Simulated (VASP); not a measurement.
# Li (P6_3/mmc) in VASP: vibrations by perturbation theory with LDA

Aim: the vibrations by perturbation theory of Li with LDA.

Program: VASP 6.6.1. These are calculated values, not measurements. Logs are shortened: lines on timing, memory, paths and dates and some standing lists are left out, and cuts for length are marked.

## 1. The cell of the first run

The structure is hexagonal, space group P6_3/mmc (No. 194). The conventional cell has a = 3.111 Å, b = 3.111 Å, c = 5.093 Å, α = 90.00°, β = 90.00°, γ = 120.00°. Li (site symmetry -6m2) has 12 Li at 3.11 to 3.12 Å within 4.1 Å.

This isn't the form of Li at room conditions, which is bcc.

## 2. Vibrations by perturbation theory, LDA

Contents of INCAR:

```
SYSTEM = Li
  PREC = Accurate
  ENCUT = 520
  EDIFF = 1E-8
  ISMEAR = 1
  SIGMA = 0.1
  LREAL = .FALSE.
  LASPH = .TRUE.
  NELM = 60
  ALGO = Normal
  ISIF = 2
  LWAVE = .FALSE.
  LCHARG = .FALSE.
  GGA = CA
  NBANDS = 10
  IBRION = 8
  NSW = 1
```

Contents of KPOINTS:

```
regular mesh
0
G
  12 12 6
  0 0 0
```

Contents of POSCAR:

```
Li
1.0
    3.1110000000      0.0000000000      0.0000000000
   -1.5555000000      2.6942050000      0.0000000000
    0.0000000000      0.0000000000      5.0930000000
Li
2
Direct
    0.3333333333      0.6666666667      0.2500000000
    0.6666666667      0.3333333333      0.7500000000
```

Potentials or basis: VASP PAW LDA potentials, release 64 (Li_sv).

The run is started by

```console
> cat potpaw_LDA.64/Li_sv/POTCAR > POTCAR
> mpirun -np 1 vasp_std > vasp.out
```

OUTCAR:

```text
SYSTEM = Li
   PREC = Accurate
   ENCUT = 520
   EDIFF = 1E-8
   ISMEAR = 1
   LREAL = .FALSE.
   LASPH = .TRUE.
   NELM = 60
   ISIF = 2
   GGA = CA
   IBRION = 8
   NSW = 1

 ion  position               nearest neighbor table
   1  0.333  0.667  0.250-
   2  0.667  0.333  0.750-

  LATTYP: Found a hexagonal cell.
 ALAT       =     3.1110000000
 C/A-ratio  =     1.6370941819

  Lattice vectors:

 A1 = (   3.1110000000,   0.0000000000,   0.0000000000)
 A2 = (  -1.5555000000,   2.6942050000,   0.0000000000)
 A3 = (   0.0000000000,   0.0000000000,   5.0930000000)

Analysis of symmetry for initial positions (statically):
=====================================================================
 Subroutine PRICEL returns:
 Original cell was already a primitive cell.

 Routine SETGRP: Setting up the symmetry group for a
 hexagonal supercell.

 Subroutine GETGRP returns: Found 24 space group operations
 (whereof 12 operations were pure point group operations)
 out of a pool of 24 trial point group operations.

The static configuration has the point symmetry D_3d.
 The point group associated with its full space group is D_6h.

Analysis of symmetry for dynamics (positions and initial velocities):
=====================================================================
 Subroutine PRICEL returns:
 Original cell was already a primitive cell.

 Routine SETGRP: Setting up the symmetry group for a
 hexagonal supercell.

 Subroutine GETGRP returns: Found 24 space group operations
 (whereof 12 operations were pure point group operations)
 out of a pool of 24 trial point group operations.

The dynamic configuration has the point symmetry D_3d.
 The point group associated with its full space group is D_6h.

 Subroutine INISYM returns: Found 24 space group operations
 (whereof 12 operations are pure point group operations),
 and found     1 'primitive' translations

[... 479 lines left out ...]
  volume of cell :       42.69
      direct lattice vectors                 reciprocal lattice vectors
     3.111000000  0.000000000  0.000000000     0.321440051  0.185583502  0.000000000
    -1.555500000  2.694205000  0.000000000     0.000000000  0.371167005  0.000000000
     0.000000000  0.000000000  5.093000000     0.000000000  0.000000000  0.196347929

 POSITION                                       TOTAL-FORCE (eV/Angst)
 -----------------------------------------------------------------------------------
     -0.00000      1.79614      1.27325         0.000000     -0.000000      0.000000
      1.55550      0.89807      3.81975        -0.000000      0.000000      0.000000
 -----------------------------------------------------------------------------------
    total drift:                               -0.000000      0.000000      0.000000

  FREE ENERGIE OF THE ION-ELECTRON SYSTEM (eV)
  ---------------------------------------------------
  free  energy   TOTEN  =        -4.0699990010 eV

  energy  without entropy=       -4.0693392610  energy(sigma->0) =       -4.06977909

[... ionic steps 2 to 3 ...]

--------------------------------------- Ionic step        4  -------------------------------------------

------------------------ aborting loop because EDIFF is reached ----------------------------------------

[... ionic steps 5 to 5 ...]

--------------------------------------- Ionic step        6  -------------------------------------------

 Free energy of the ion-electron system (eV)
  ---------------------------------------------------
  ---------------------------------------------------
  free energy    TOTEN  =        -0.18882930 eV

  energy without entropy =       -0.18882930

------------------------ aborting loop because EDIFF is reached ----------------------------------------

 INTERNAL STRAIN TENSOR  FOR ION    1  DIRECTION 3   (eV/Angst):
 -----------------------------------------------------------------------------
     0.00149  0.00000  0.00000
     0.00000  0.00149  0.00000
     0.00000  0.00000  0.00168

 INTERNAL STRAIN TENSOR FOR ION    2 for displacements in x,y,z  (eV/Angst):
          X           Y           Z          XY          YZ          ZX
  --------------------------------------------------------------------------------
  x     0.00000     0.00000     0.00000     0.39381     0.00000     0.00000
  y     0.39381    -0.39381     0.00000     0.00000     0.00000     0.00000
  z    -0.00000     0.00000     0.00000     0.00000     0.00000    -0.00000

 SECOND DERIVATIVES (NOT SYMMETRIZED)
 ------------------------------------
               1X          1Y          1Z          2X          2Y          2Z
  1X    -0.139836    0.000000    0.000000    0.139836   -0.000000    0.000000
  1Y    -0.000000   -0.139836    0.000000    0.000000    0.139836    0.000000
  1Z     0.000000   -0.000000   -1.071395    0.000000    0.000000    1.071395
  2X     0.139836   -0.000000    0.000000   -0.139836    0.000000    0.000000
  2Y     0.000000    0.139836    0.000000   -0.000000   -0.139836    0.000000
  2Z     0.000000    0.000000    1.071395    0.000000   -0.000000   -1.071395

 Eigenvectors and eigenvalues of the dynamical matrix
 ----------------------------------------------------

   1 f  =    8.643338 THz    54.307695 2PiTHz  288.310726 cm-1    35.745958 meV
             X         Y         Z           dx          dy          dz
     -0.000000  1.796137  1.273250    -0.000000    0.000000   -0.707107
      1.555500  0.898068  3.819750    -0.000000   -0.000000    0.707107
[... 16 lines left out ...]
   5 f  =    0.000000 THz     0.000000 2PiTHz    0.000001 cm-1     0.000000 meV
             X         Y         Z           dx          dy          dz
     -0.000000  1.796137  1.273250    -0.137741    0.421269    0.550963
      1.555500  0.898068  3.819750    -0.137741    0.421269    0.550963

   6 f/i=    0.000000 THz     0.000000 2PiTHz    0.000002 cm-1     0.000000 meV
             X         Y         Z           dx          dy          dz
     -0.000000  1.796137  1.273250     0.102173    0.567919   -0.408691
      1.555500  0.898068  3.819750     0.102173    0.567919   -0.408691

--------------------------------------------------------------------------------------------------------

 ELASTIC MODULI CONTR FROM IONIC RELAXATION (kBar)
 Direction    XX          YY          ZZ          XY          YZ          ZX
 --------------------------------------------------------------------------------
 XX         -41.6253     41.6253      0.0000      0.0000      0.0000      0.0000
 YY          41.6253    -41.6253      0.0000     -0.0000      0.0000     -0.0000
 ZZ           0.0000      0.0000      0.0000      0.0000      0.0000      0.0000
 XY           0.0000     -0.0000      0.0000    -41.6253      0.0000     -0.0000
 YZ           0.0000      0.0000      0.0000      0.0000      0.0000      0.0000
 ZX           0.0000     -0.0000      0.0000     -0.0000      0.0000     -0.0000
 --------------------------------------------------------------------------------
```

OSZICAR:

```text
N       E                     dE             d eps       ncg     rms          rms(c)
DAV:   1     0.164317733801E+02    0.16432E+02   -0.32084E+03  1520   0.556E+02
DAV:   2    -0.138272020377E+01   -0.17814E+02   -0.17328E+02  1980   0.105E+02
DAV:   3    -0.400495447547E+01   -0.26222E+01   -0.25979E+01  2452   0.318E+01
DAV:   4    -0.407272867479E+01   -0.67774E-01   -0.67474E-01  2008   0.520E+00
[... 48 lines left out ...]
RMM:  15    -0.188835447375E+00   -0.36754E-07    0.58689E-05  4841   0.823E-04    0.104E-05
RMM:  16    -0.188834161723E+00    0.12857E-05    0.74517E-05  5046   0.765E-04    0.195E-05
RMM:  17    -0.188832570885E+00    0.15908E-05    0.94145E-05  4700   0.708E-04    0.209E-05
RMM:  18    -0.188829876610E+00    0.26943E-05    0.12570E-04  3589   0.681E-04    0.173E-05
RMM:  19    -0.188829300112E+00    0.57650E-06    0.13565E-04  4431   0.661E-04    0.197E-05
 Linear response finished
```

Run time: 4.2 min. Hardware: 1 thread of Intel Xeon 8259CL, shared host; peak memory 0.33 GiB.

Results:

```
Highest phonon frequency at Γ : 288 cm⁻¹
```

Phonon frequencies in cm⁻¹ (negative: imaginary):
```tsv
q point	frequencies
(0.000, 0.000, 0.000)	0 0 0 104 104 288
```

Caveat: the cell stands under pressure or tension, which shifts response properties.
